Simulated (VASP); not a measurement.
# Si (a cell with a defect) in VASP: single point with PBE+D3(BJ)

Aim: the single point of Si (a cell with a defect) with PBE+D3(BJ).

Program: VASP 6.6.1. These are calculated values, not measurements. Logs are shortened: lines on timing, memory, paths and dates and some standing lists are left out, and cuts for length are marked.

### 1 The cell of the first run

The cell holds a defect, 17 atoms: a = 7.679 Å, b = 7.679 Å, c = 7.679 Å, α = 60.00°, β = 60.00°, γ = 60.00°.

### 2 Single point, PBE+D3(BJ)

INCAR reads:

```
SYSTEM = Si
  ALGO = Normal
  EDIFF = 1E-6
  ENCUT = 520
  GGA = PE
  ISIF = 2
  ISMEAR = 0
  IVDW = 12
  LASPH = .TRUE.
  LCHARG = .FALSE.
  LREAL = Auto
  LWAVE = .FALSE.
  NBANDS = 48
  NELM = 100
  PREC = Accurate
  SIGMA = 0.02
```

KPOINTS reads:

```
k-points
0
G
  2 2 2
  0 0 0
```

POSCAR reads:

```
Si
1.0
    0.0000000000      5.4300000000      5.4300000000
    5.4300000000      0.0000000000      5.4300000000
    5.4300000000      5.4300000000      0.0000000000
Si
17
Direct
    0.0194306630     -0.0581551565      0.0193212707
    0.1148211786      0.1182478821      0.1151600368
   -0.0252561694      0.0075604052      0.5091755064
    0.1155059853      0.1180144567      0.6514385820
   -0.0023973297      0.4900046961     -0.0025680479
    0.1460493554      0.5623058932      0.1458246777
   -0.0023084715      0.4898460405      0.5148994475
    0.1106001842      0.6359047882      0.6266541436
    0.5093050645      0.0076284530     -0.0258319521
    0.6517574586      0.1182357274      0.1153694291
    0.5086019337      0.0075616022      0.5091822284
    0.6064158379      0.1814298343      0.6058988950
    0.5151104052      0.4899623389     -0.0025741252
    0.6268578269      0.6359801105      0.1104187845
    0.4799463168      0.5602750460      0.4798884899
    0.6269251381      0.6358404236      0.6266949355
    0.3115710866      0.0662500921      0.3103569061
```

Potentials or basis: VASP PAW PBE potentials, release 64 (Si).

Run with:

```bash
cat potpaw_PBE.64/Si/POTCAR > POTCAR
mpirun -np 1 vasp_std > vasp.out
```

OUTCAR:

```text
SYSTEM = Si
   EDIFF = 1E-6
   ENCUT = 520
   GGA = PE
   ISIF = 2
   ISMEAR = 0
   IVDW = 12
   LASPH = .TRUE.
   LREAL = Auto
   NELM = 100
   PREC = Accurate
 IVDW          = 12

 ion  position               nearest neighbor table
   1  0.019  0.942  0.019-   2 2.33  10 2.33   4 2.33   6 2.38
   2  0.115  0.118  0.115-   5 2.33   1 2.33  17 2.40   3 2.47   9 2.48
   3  0.975  0.008  0.509-   8 2.33  12 2.33  17 2.40   4 2.47   2 2.47
   4  0.116  0.118  0.651-   7 2.33   1 2.33  17 2.41  11 2.47   3 2.47
   5  0.998  0.490  0.997-  14 2.33   8 2.33   2 2.33   6 2.34
   6  0.146  0.562  0.146-   7 2.34  13 2.34   5 2.34   1 2.38  17 3.11
   7  0.998  0.490  0.515-   8 2.33  16 2.33   4 2.33   6 2.34
   8  0.111  0.636  0.627-   7 2.33   5 2.33   3 2.33  15 2.34
   9  0.509  0.008  0.974-  14 2.33  12 2.33  17 2.39  10 2.48   2 2.48
  10  0.652  0.118  0.115-  13 2.33   1 2.33  17 2.40  11 2.47   9 2.48
  11  0.509  0.008  0.509-  16 2.33  12 2.33  17 2.40   4 2.47  10 2.47
  12  0.606  0.181  0.606-   9 2.33   3 2.33  11 2.33  15 2.38
  13  0.515  0.490  0.997-  16 2.33  14 2.33  10 2.33   6 2.34
  14  0.627  0.636  0.110-   5 2.33  13 2.33   9 2.33  15 2.34
  15  0.480  0.560  0.480-   8 2.34  16 2.34  14 2.34  12 2.38
  16  0.627  0.636  0.627-  13 2.33   7 2.33  11 2.33  15 2.34
  17  0.312  0.066  0.310-   9 2.39   2 2.40   3 2.40  10 2.40  11 2.40   4 2.41   6 3.11

  LATTYP: Found a face centered cubic cell.
 ALAT       =    10.8600000000

  Lattice vectors:

 A1 = (   0.0000000000,   5.4300000000,   5.4300000000)
 A2 = (   5.4300000000,   0.0000000000,   5.4300000000)
 A3 = (   5.4300000000,   5.4300000000,   0.0000000000)

Analysis of symmetry for initial positions (statically):
=====================================================================
 Subroutine PRICEL returns:
 Original cell was already a primitive cell.

 Routine SETGRP: Setting up the symmetry group for a
 face centered cubic supercell.

 Subroutine GETGRP returns: Found  1 space group operations
 (whereof  1 operations were pure point group operations)
 out of a pool of 48 trial point group operations.

The static configuration has the point symmetry C_1 .

Analysis of symmetry for dynamics (positions and initial velocities):
=====================================================================
 Subroutine PRICEL returns:
 Original cell was already a primitive cell.

 Routine SETGRP: Setting up the symmetry group for a
 face centered cubic supercell.

 Subroutine GETGRP returns: Found  1 space group operations
 (whereof  1 operations were pure point group operations)
 out of a pool of 48 trial point group operations.

The dynamic configuration has the point symmetry C_1 .

 Subroutine INISYM returns: Found  1 space group operations
 (whereof  1 operations are pure point group operations),
 and found     1 'primitive' translations

----------------------------------------------------------------------------------------

                                     Primitive cell

  volume of cell :     320.2060

  direct lattice vectors                    reciprocal lattice vectors
     0.000000000  5.430000000  5.430000000    -0.092081031  0.092081031  0.092081031
     5.430000000  0.000000000  5.430000000     0.092081031 -0.092081031  0.092081031
     5.430000000  5.430000000  0.000000000     0.092081031  0.092081031 -0.092081031

  length of vectors
     7.679179644  7.679179644  7.679179644     0.159489025  0.159489025  0.159489025

  position of ions in fractional coordinates (direct lattice)
     0.019430663  0.941844844  0.019321271
     0.114821179  0.118247882  0.115160037
     0.974743831  0.007560405  0.509175506
     0.115505985  0.118014457  0.651438582
     0.997602670  0.490004696  0.997431952
     0.146049355  0.562305893  0.145824678
[... 9 lines left out ...]
     0.626925138  0.635840424  0.626694935
     0.311571087  0.066250092  0.310356906

  ion indices of the primitive-cell ions
   primitive index   ion index
                 1           1
                 2           2
                 3           3
                 4           4
                 5           5
                 6           6
[... 9 lines left out ...]
                16          16
                17          17

----------------------------------------------------------------------------------------

 KPOINTS: k-points

Automatic generation of k-mesh.
 Grid dimensions read from file:
 generate k-points for:    2    2    2

 Generating k-lattice:

  Cartesian coordinates                     Fractional coordinates (reciprocal lattice)
    -0.046040516  0.046040516  0.046040516     0.500000000  0.000000000  0.000000000
     0.046040516 -0.046040516  0.046040516     0.000000000  0.500000000  0.000000000
     0.046040516  0.046040516 -0.046040516     0.000000000  0.000000000  0.500000000

  Length of vectors
     0.079744512  0.079744512  0.079744512

  Shift w.r.t. Gamma in fractional coordinates (k-lattice)
     0.000000000  0.000000000  0.000000000

 Subroutine IBZKPT returns following result:
 ===========================================

 Found      8 irreducible k-points:

 Following reciprocal coordinates:
            Coordinates               Weight
  0.000000  0.000000  0.000000      1.000000
  0.500000  0.000000  0.000000      1.000000
  0.000000  0.500000  0.000000      1.000000
  0.000000  0.000000  0.500000      1.000000
  0.500000  0.500000  0.500000      1.000000
  0.500000  0.500000  0.000000      1.000000
  0.000000  0.500000  0.500000      1.000000
  0.500000  0.000000  0.500000      1.000000
   k-points           NKPTS =      8   k-points in BZ     NKDIM =      8   number of bands    NBANDS=     48
   number of dos      NEDOS =    301   number of ions     NIONS =     17
   total plane-waves  NPLWV = 216000
   dimension x,y,z NGX =    60 NGY =   60 NGZ =   60
   dimension x,y,z NGXF=   120 NGYF=  120 NGZF=  120
   ions per type =              17
   NGX,Y,Z   is equivalent  to a cutoff of  12.99, 12.99, 12.99 a.u.
   NGXF,Y,Z  is equivalent  to a cutoff of  25.98, 25.98, 25.98 a.u.
 SYSTEM =  Si
   PREC   = accura    normal or accurate (medium, high low for compatibility)
   ISTART =      0    job   : 0-new  1-cont  2-samecut
   ICHARG =      2    charge: 1-file 2-atom 10-const
   ISPIN  =      1    spin polarized calculation?
   LNONCOLLINEAR =      F non collinear calculations
   LSORBIT =      F    spin-orbit coupling
   LASPH  =      T    aspherical Exc in radial PAW
   ENCUT  =  520.0 eV  38.22 Ry    6.18 a.u.  14.28 14.28 14.28*2*pi/ulx,y,z
   NELM   =    100;   NELMIN=  2; NELMDL= -5     # of ELM steps
   EDIFF  = 0.1E-05   stopping-criterion for ELM
   LREAL  =      T    real-space projection
   EDIFFG = 0.1E-04   stopping-criterion for IOM
   NSW    =      0    number of steps for IOM
   IBRION =     -1    ionic relax: 0-MD 1-quasi-New 2-CG
   NFREE  =      0    steps in history (QN), initial steepest desc. (CG)
   ISIF   =      2    stress and relaxation
   ISYM   =      2    0-nonsym 1-usesym 2-fastsym
   POTIM  = 0.5000    time-step for ionic-motion
   TEBEG  =    0.0;   TEEND  =   0.0 temperature during run
   PSTRESS=    0.0 pullay stress
   NELECT =      68.0000    total number of electrons
   NUPDOWN=      -1.0000    fix difference up-down
   EMIN   =  10.00;   EMAX   =-10.00  energy-range for DOS
   EFERMI =   0.00;   METHOD = LEGACY
   ISMEAR =     0;   SIGMA  =   0.02  broadening in eV -4-tet -1-fermi 0-gaus
   EFERMI_NEDOS =   21; number of points for ismear=-14 and -15
   IALGO  =     38    algorithm
   IMIX   =      4    mixing-type and parameters
     AMIX     =   0.40;   BMIX     =  1.00
     AMIX_MAG =   1.60;   BMIX_MAG =  1.00
  volume/ion in A,a.u.               =      18.84       127.11
  Fermi-wavevector in a.u.,A,eV,Ry     =   0.976715  1.845724 12.979587  0.953973
  Thomas-Fermi vector in A             =   2.107356
   LORBIT       =      0    0 simple, 1 ext, 2 COOP (PROOUT), +10 PAW based schemes
   GGA     = PE    functional components
   LHFCALC =     F    Hartree Fock is set to
   AEXX    =    0.0000 exact exchange contribution
   IVDW    =    12    specifies the selected vdW correction
   LEPSILON=     F    determine dielectric tensor
   LRPA    =     F    only Hartree local field effects (RPA)
 non-spin polarized calculation
 Gauss-broadening in eV      SIGMA  =   0.02
  energy-cutoff  :      520.00
  volume of cell :      320.21
 maximum number of plane-waves:      8646
 NGX is ok and might be reduce to    60
   NGX = 29   NGY = 29   NGZ = 29

 number of electron      68.0000000 magnetization

 Free energy of the ion-electron system (eV)
  ---------------------------------------------------
  ext. energy  EPLUGINS =         0.00000000
  ---------------------------------------------------
  free energy    TOTEN  =       -87.68263336 eV

  energy without entropy =      -87.68245203  energy(sigma->0) =      -87.68254270

 E-fermi :   6.6987     XC(G=0):  -9.6928

 val. band max:        6.6653514580   @ k =   0.0000   0.5000   0.0000
 cond. band min:       6.7350113531   @ k =   0.0000   0.0000   0.0000
 fundamental gap:      0.0696598951
 Fermi energy:         6.6987272349

 k-point     1 :       0.0000    0.0000    0.0000
  band No.  band energies     occupation
      1      -6.2164      2.00000
      2      -3.8692      2.00000
      3      -3.6377      2.00000
      4      -3.6375      2.00000
      5      -3.3643      2.00000
      6      -2.5218      2.00000
[... 38 lines left out ...]
     45       8.7381      0.00000
     46       8.8400      0.00000

 k-point     2 :       0.5000    0.0000    0.0000
  band No.  band energies     occupation
      1      -5.7394      2.00000
      2      -5.0005      2.00000
      3      -3.5757      2.00000
      4      -3.4503      2.00000
      5      -3.1821      2.00000
      6      -3.0161      2.00000
[... 38 lines left out ...]
     45       9.5300      0.00000
     46      10.1228      0.00000

 k-point     3 :       0.0000    0.5000    0.0000
  band No.  band energies     occupation
      1      -5.8217      2.00000
      2      -4.8577      2.00000
      3      -3.4148      2.00000
      4      -3.4142      2.00000
      5      -3.3350      2.00000
      6      -2.9858      2.00000
[... 38 lines left out ...]
     45       9.8223      0.00000
     46      10.1585      0.00000

 k-point     4 :       0.0000    0.0000    0.5000
  band No.  band energies     occupation
      1      -5.7393      2.00000
      2      -5.0010      2.00000
      3      -3.5757      2.00000
      4      -3.4499      2.00000
      5      -3.1821      2.00000
      6      -3.0155      2.00000
[... 38 lines left out ...]
     45       9.5284      0.00000
     46      10.1208      0.00000

 k-point     5 :       0.5000    0.5000    0.5000
  band No.  band energies     occupation
      1      -5.7393      2.00000
      2      -5.0009      2.00000
      3      -3.5756      2.00000
      4      -3.4503      2.00000
      5      -3.1824      2.00000
      6      -3.0153      2.00000
[... 38 lines left out ...]
     45       9.5294      0.00000
     46      10.1226      0.00000

 k-point     6 :       0.5000    0.5000    0.0000
  band No.  band energies     occupation
      1      -5.6118      2.00000
      2      -4.6983      2.00000
      3      -4.0675      2.00000
      4      -3.8842      2.00000
      5      -3.7841      2.00000
      6      -3.5951      2.00000
[... 38 lines left out ...]
     45      10.3923      0.00000
     46      10.4214      0.00000

 k-point     7 :       0.0000    0.5000    0.5000
  band No.  band energies     occupation
      1      -5.6119      2.00000
      2      -4.6980      2.00000
      3      -4.0672      2.00000
      4      -3.8842      2.00000
      5      -3.7846      2.00000
      6      -3.5951      2.00000
[... 38 lines left out ...]
     45      10.3908      0.00000
     46      10.4225      0.00000

 k-point     8 :       0.5000    0.0000    0.5000
  band No.  band energies     occupation
      1      -5.6119      2.00000
      2      -4.6981      2.00000
      3      -4.0673      2.00000
      4      -3.8843      2.00000
      5      -3.7844      2.00000
      6      -3.5951      2.00000
[... 38 lines left out ...]
     45      10.3926      0.00000
     46      10.4210      0.00000
 [bands above 46 left out]

------------------------ aborting loop because EDIFF is reached ----------------------------------------

 Edisp (eV)   -5.64793

 E8    (eV) :    -2.3367

  FORCE on cell =-STRESS in cart. coord.  units (eV):
  Direction    XX          YY          ZZ          XY          YZ          ZX
  --------------------------------------------------------------------------------------
  -------------------------------------------------------------------------------------
  Total       3.40023     3.39407     3.40519     0.80012     0.82993    -0.81685
  in kB      17.01333    16.98250    17.03813     4.00347     4.15261    -4.08716
  external pressure =       17.01 kB  Pullay stress =        0.00 kB

 VOLUME and BASIS-vectors are now :
 -----------------------------------------------------------------------------
  energy-cutoff  :      520.00
  volume of cell :      320.21
      direct lattice vectors                 reciprocal lattice vectors
     0.000000000  5.430000000  5.430000000    -0.092081031  0.092081031  0.092081031
     5.430000000  0.000000000  5.430000000     0.092081031 -0.092081031  0.092081031
     5.430000000  5.430000000  0.000000000     0.092081031  0.092081031 -0.092081031

 POSITION                                       TOTAL-FORCE (eV/Angst)
 -----------------------------------------------------------------------------------
      5.21913      0.21042      5.21973        -0.004432      0.002326     -0.000716
      1.26740      1.24880      1.26556         0.002224     -0.002686      0.014581
      2.80588      8.05768      5.33391        -0.014389      0.000367     -0.004282
      4.17813      4.16451      1.26802         0.008709     -0.015272      0.003385
      8.07678     10.83304      8.07771         0.004575     -0.008549      0.004226
      3.84515      1.58488      3.84637        -0.012450      0.005910     -0.014189
[... 9 lines left out ...]
      6.85557      6.80716      6.85682         0.002433      0.011729      0.003610
      2.04498      3.37707      2.05157         0.027309      0.016431     -0.003745
 -----------------------------------------------------------------------------------
    total drift:                                0.006783     -0.009390      0.006573

  FREE ENERGIE OF THE ION-ELECTRON SYSTEM (eV)
  ---------------------------------------------------
  free  energy   TOTEN  =       -93.3305657135 eV

  energy  without entropy=      -93.3303843845  energy(sigma->0) =      -93.33047505
```

It took 91 s on 1 thread of Intel Xeon 6975P-C (Granite Rapids), shared host; peak memory 0.45 GiB.

What came out:

```
Free energy                : -93.3306 eV
Pressure                   : 1.7 GPa
Largest force              : 0.032 eV/Å
Band gap on the k mesh     : 0.07 eV
Dispersion energy per atom : -0.332 eV
```

Forces in eV/Å, atoms in the order of the input:
```
Si  -0.004  0.002 -0.001
Si   0.002 -0.003  0.015
Si  -0.014  0.000 -0.004
Si   0.009 -0.015  0.003
Si   0.005 -0.009  0.004
Si  -0.012  0.006 -0.014
Si   0.011 -0.005  0.003
Si   0.004  0.001 -0.014
Si  -0.004  0.006 -0.013
Si   0.001 -0.011  0.001
Si  -0.020  0.006  0.002
Si   0.001  0.000 -0.003
Si   0.007 -0.002  0.012
Si  -0.010 -0.002  0.002
Si  -0.004 -0.004  0.006
Si   0.002  0.012  0.004
Si   0.027  0.016 -0.004
```

Caveat: the k points lie up to 0.50 Å⁻¹ apart.
